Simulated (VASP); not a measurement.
# Au (Imm2) in VASP: single point with PBE

Aim: the single point of Au with PBE.

All numbers are computed with VASP 6.6.1; they aren't measurements. Logs are shortened: lines on timing, memory, paths and dates and some standing lists are left out, and cuts for length are marked.

## (1) The cell of the first run

The structure is orthorhombic, space group Imm2 (No. 44). The conventional cell has a = 5.786 Å, b = 8.182 Å, c = 5.786 Å, α = 90.00°, β = 90.00°, γ = 90.00°. Within 3.7 Å of Au (site symmetry mm2) lie 12 Au at 2.82 to 2.97 Å. Within 3.7 Å of Au (site symmetry mm2) lie 12 Au at 2.82 to 2.97 Å. Within 3.8 Å of Au (site symmetry 1) lie 12 Au at 2.86 to 2.93 Å. Within 3.8 Å of Au (site symmetry mm2) lie 12 Au at 2.89 Å. Within 3.8 Å of Au (site symmetry mm2) lie 12 Au at 2.89 Å.

## (2) Single point, PBE (atom 1 (Au) moved +0.075 Å towards its neighbour atom 2 (Au) at 2.893 Å)

File INCAR:

```
SYSTEM = Au
PREC     = Accurate       ! precision mode
ENCUT    = 520            ! plane-wave cutoff, eV
EDIFF    = 1E-6           ! SCF threshold, eV
ISMEAR   = 0              ! smearing method
SIGMA    = 0.15           ! smearing width, eV
LREAL    = .FALSE.        ! projectors in reciprocal space
LASPH    = .TRUE.         ! aspherical terms in the spheres
NELM     = 80             ! most SCF steps
ALGO     = Fast           ! electronic algorithm
ISIF     = 2              ! what is computed and relaxed
LWAVE    = .FALSE.        ! write WAVECAR
LCHARG   = .FALSE.        ! write CHGCAR
GGA      = PE             ! functional
NBANDS   = 54             ! bands
```

File KPOINTS:

```
regular mesh
0
G
  10 10 10
  0 0 0
```

File POSCAR:

```
Au
1.0
   -4.0910000000     -4.0910000000      0.0000000000
    0.0000000000     -4.0910000000      4.0910000000
   -4.0910000000      0.0000000000      4.0910000000
Au
8
Direct
    0.4870366638      0.0000000000      0.0000000000
    0.0000000000      0.0000000000      0.0000000000
    0.5000000000      0.5000000000      0.0000000000
    0.0000000000      0.5000000000      0.0000000000
    0.5000000000      0.0000000000      0.5000000000
    0.0000000000      0.0000000000      0.5000000000
    0.5000000000      0.5000000000      0.5000000000
    0.0000000000      0.5000000000      0.5000000000
```

Potentials or basis: VASP PAW PBE potentials, release 64 (Au).

Run with:

```
$ cat potpaw_PBE.64/Au/POTCAR > POTCAR
$ mpirun -np 1 vasp_std > vasp.out
```

OUTCAR:

```text
SYSTEM = Au
   PREC = Accurate
   ENCUT = 520
   EDIFF = 1E-6
   ISMEAR = 0
   LREAL = .FALSE.
   LASPH = .TRUE.
   NELM = 80
   ISIF = 2
   GGA = PE

 ion  position               nearest neighbor table
   1  0.487  0.000  0.000-   2 2.82   4 2.86   6 2.86   5 2.86   3 2.86   7 2.89   7 2.89   3 2.93
                             4 2.93   5 2.93   6 2.93   2 2.97
   2  0.000  0.000  0.000-   1 2.82   4 2.89   6 2.89   5 2.89   6 2.89   8 2.89   3 2.89   4 2.89
                             8 2.89   3 2.89   5 2.89   1 2.97
   3  0.500  0.500  0.000-   1 2.86   4 2.89   7 2.89   5 2.89   7 2.89   8 2.89   2 2.89   5 2.89
                             2 2.89   4 2.89   8 2.89   1 2.93
   4  0.000  0.500  0.000-   1 2.86   3 2.89   8 2.89   6 2.89   7 2.89   8 2.89   2 2.89   2 2.89
                             6 2.89   3 2.89   7 2.89   1 2.93
   5  0.500  0.000  0.500-   1 2.86   6 2.89   7 2.89   2 2.89   3 2.89   3 2.89   7 2.89   8 2.89
                             2 2.89   6 2.89   8 2.89   1 2.93
   6  0.000  0.000  0.500-   1 2.86   5 2.89   8 2.89   2 2.89   2 2.89   4 2.89   4 2.89   7 2.89
                             8 2.89   5 2.89   7 2.89   1 2.93
   7  0.500  0.500  0.500-   3 2.89   5 2.89   8 2.89   3 2.89   4 2.89   5 2.89   6 2.89   4 2.89
                             6 2.89   8 2.89   1 2.89   1 2.89
   8  0.000  0.500  0.500-   4 2.89   6 2.89   7 2.89   2 2.89   3 2.89   4 2.89   2 2.89   5 2.89
                             6 2.89   3 2.89   5 2.89   7 2.89

  LATTYP: Found a face centered cubic cell.
 ALAT       =     8.1820000000

  Lattice vectors:

 A1 = (  -4.0910000000,  -4.0910000000,   0.0000000000)
 A2 = (   0.0000000000,  -4.0910000000,   4.0910000000)
 A3 = (  -4.0910000000,   0.0000000000,   4.0910000000)

Analysis of symmetry for initial positions (statically):
=====================================================================
 Subroutine PRICEL returns:
 Original cell was already a primitive cell.

 Routine SETGRP: Setting up the symmetry group for a
 face centered cubic supercell.

 Subroutine GETGRP returns: Found  4 space group operations
 (whereof  4 operations were pure point group operations)
 out of a pool of 48 trial point group operations.

The static configuration has the point symmetry C_2v.

Analysis of symmetry for dynamics (positions and initial velocities):
=====================================================================
 Subroutine PRICEL returns:
 Original cell was already a primitive cell.

 Routine SETGRP: Setting up the symmetry group for a
 face centered cubic supercell.

 Subroutine GETGRP returns: Found  4 space group operations
 (whereof  4 operations were pure point group operations)
 out of a pool of 48 trial point group operations.

The dynamic configuration has the point symmetry C_2v.

[... 118 lines left out ...]
   POTIM  = 0.5000    time-step for ionic-motion
   TEBEG  =    0.0;   TEEND  =   0.0 temperature during run
   PSTRESS=    0.0 pullay stress
   NELECT =      88.0000    total number of electrons
   NUPDOWN=      -1.0000    fix difference up-down
   EMIN   =  10.00;   EMAX   =-10.00  energy-range for DOS
   EFERMI =   0.00;   METHOD = LEGACY
   ISMEAR =     0;   SIGMA  =   0.15  broadening in eV -4-tet -1-fermi 0-gaus
   EFERMI_NEDOS =   21; number of points for ismear=-14 and -15
   IALGO  =     68    algorithm
   IMIX   =      4    mixing-type and parameters
     AMIX     =   0.40;   BMIX     =  1.00
     AMIX_MAG =   1.60;   BMIX_MAG =  1.00
  volume/ion in A,a.u.               =      17.12       115.51
  Fermi-wavevector in a.u.,A,eV,Ry     =   1.412742  2.669696 27.155058  1.995840
  Thomas-Fermi vector in A             =   2.534459
   LORBIT       =      0    0 simple, 1 ext, 2 COOP (PROOUT), +10 PAW based schemes
   GGA     = PE    functional components
   LHFCALC =     F    Hartree Fock is set to
   AEXX    =    0.0000 exact exchange contribution
   IVDW    =     0    specifies the selected vdW correction
   LEPSILON=     F    determine dielectric tensor
   LRPA    =     F    only Hartree local field effects (RPA)
 non-spin polarized calculation
 RMM-DIIS sequential band-by-band and
 Gauss-broadening in eV      SIGMA  =   0.15
  energy-cutoff  :      520.00
  volume of cell :      136.94
 maximum number of plane-waves:      3708
 NGX is ok and might be reduce to    48
   NGX = 21   NGY = 21   NGZ = 21

 number of electron      88.0000001 magnetization

 Free energy of the ion-electron system (eV)
  ---------------------------------------------------
  ext. energy  EPLUGINS =         0.00000000
  ---------------------------------------------------
  free energy    TOTEN  =       -25.61000806 eV

  energy without entropy =      -25.58685574  energy(sigma->0) =      -25.59843190

 E-fermi :   9.3849     XC(G=0): -12.6898

 val. band max:        9.3836512898   @ k =   0.4000  -0.3000  -0.3000
 cond. band min:       9.3886085665   @ k =   0.0000   0.5000   0.2000
 fundamental gap:      0.0049572767
 Fermi energy:         9.3848707000

 k-point     1 :       0.0000    0.0000    0.0000
  band No.  band energies     occupation
      1      -0.4090      2.00000
      2       2.1248      2.00000
      3       2.1252      2.00000
      4       2.1284      2.00000
      5       2.1300      2.00000
      6       2.3740      2.00000
[... 1357 lines left out ...]
     53      15.2006      0.00000
     54      17.2877      0.00000

 [... further k-points ...]
[... 5 lines left out ...]
  --------------------------------------------------------------------------------------
  -------------------------------------------------------------------------------------
  Total        6.5892765      6.5892765      6.5870576      0.0469374      0.0000000      0.0000000
  in kB       77.0956511     77.0956511     77.0696898      0.5491753      0.0000000      0.0000000
  external PRESSURE =      77.0869973 kB  Pullay stress =       0.0000000 kB

 VOLUME and BASIS-vectors are now :
 -----------------------------------------------------------------------------
  energy-cutoff  :      520.00
  volume of cell :      136.94
      direct lattice vectors                 reciprocal lattice vectors
    -4.091000000 -4.091000000  0.000000000    -0.122219506 -0.122219506 -0.122219506
     0.000000000 -4.091000000  4.091000000     0.122219506 -0.122219506  0.122219506
    -4.091000000  0.000000000  4.091000000    -0.122219506  0.122219506  0.122219506

 POSITION                                       TOTAL-FORCE (eV/Angst)
 -----------------------------------------------------------------------------------
     -1.99247     -1.99247      0.00000        -0.401102     -0.401102     -0.000000
      0.00000      0.00000      0.00000         0.254272      0.254272      0.000000
     -2.04550     -4.09100      2.04550        -0.036912      0.113380     -0.136093
      0.00000     -2.04550      2.04550         0.113380     -0.036912      0.136093
     -4.09100     -2.04550      2.04550         0.113380     -0.036912     -0.136093
     -2.04550      0.00000      2.04550        -0.036912      0.113380      0.136093
     -4.09100     -4.09100      4.09100        -0.022321     -0.022321      0.000000
     -2.04550     -2.04550      4.09100         0.016216      0.016216     -0.000000
 -----------------------------------------------------------------------------------
    total drift:                               -0.000005     -0.000005     -0.000000

  FREE ENERGIE OF THE ION-ELECTRON SYSTEM (eV)
  ---------------------------------------------------
  free  energy   TOTEN  =       -25.6100080644 eV

  energy  without entropy=      -25.5868557391  energy(sigma->0) =      -25.59843190
```

stdout:

```text
POSCAR found type information on POSCAR Au
 POSCAR found :  1 types and       8 ions
 scaLAPACK will be used
 LDA part: xc-table for (Slater+PW92), standard interpolation
 POSCAR, INCAR and KPOINTS ok, starting setup
 FFT: planning ... GRIDC
 FFT: planning ... GRID_SOFT
 FFT: planning ... GRID
 WAVECAR not read
 entering main loop
WARNING in EDDRMM: call to ZHEGV failed, returncode =   6  3     54
```

Run time: 41 min. Hardware: 1 thread of Oxide Virtual Turin-like, shared host; peak memory 0.89 GiB.

Results:

| Property | Result |
| --- | --- |
| Free energy | -25.6100 eV |
| Pressure | 7.7 GPa |
| Largest force | 0.567 eV/Å |
| Band gap on the k mesh | zero (bands 44 and 45 overlap by 1.93 eV) |

Forces on the atoms (eV/Å):
```
Au  -0.401 -0.401  0.000
Au   0.254  0.254  0.000
Au  -0.037  0.113 -0.136
Au   0.113 -0.037  0.136
Au   0.113 -0.037 -0.136
Au  -0.037  0.113  0.136
Au  -0.022 -0.022  0.000
Au   0.016  0.016  0.000
```

Levels at points of the mesh, in eV from the Fermi level:
| k point | band 40 | band 41 | band 42 | band 43 | band 44 | band 45 | band 46 | band 47 | band 48 | band 49 |
| --- | --- | --- | --- | --- | --- | --- | --- | --- | --- | --- |
| (0.00, 0.00, 0.00) | -1.64 | -1.64 | -0.92 | -0.92 | -0.91 | -0.90 | 1.05 | 1.05 | 1.06 | 3.06 |
| (0.50, 0.00, 0.00) | -1.87 | -1.87 | -1.86 | 1.01 | 1.02 | 1.03 | 1.05 | 1.06 | 1.08 | 5.32 |
| (0.00, 0.50, 0.00) | -1.87 | -1.87 | -1.85 | 1.00 | 1.01 | 1.04 | 1.04 | 1.08 | 1.08 | 5.35 |
| (0.50, 0.50, 0.00) | -2.57 | -1.64 | -1.64 | -0.30 | -0.27 | -0.27 | -0.25 | 4.72 | 4.72 | 6.25 |
| (0.00, 0.50, 0.50) | -2.60 | -1.64 | -1.63 | -0.31 | -0.27 | -0.27 | -0.23 | 4.72 | 4.72 | 6.30 |

Caveat: the cell differs from its parent crystal (atom 1 (Au) moved +0.075 Å towards its neighbour atom 2 (Au) at 2.893 Å); the cell stands under pressure; spin-orbit coupling is left out, which moves the levels of the heavy elements.
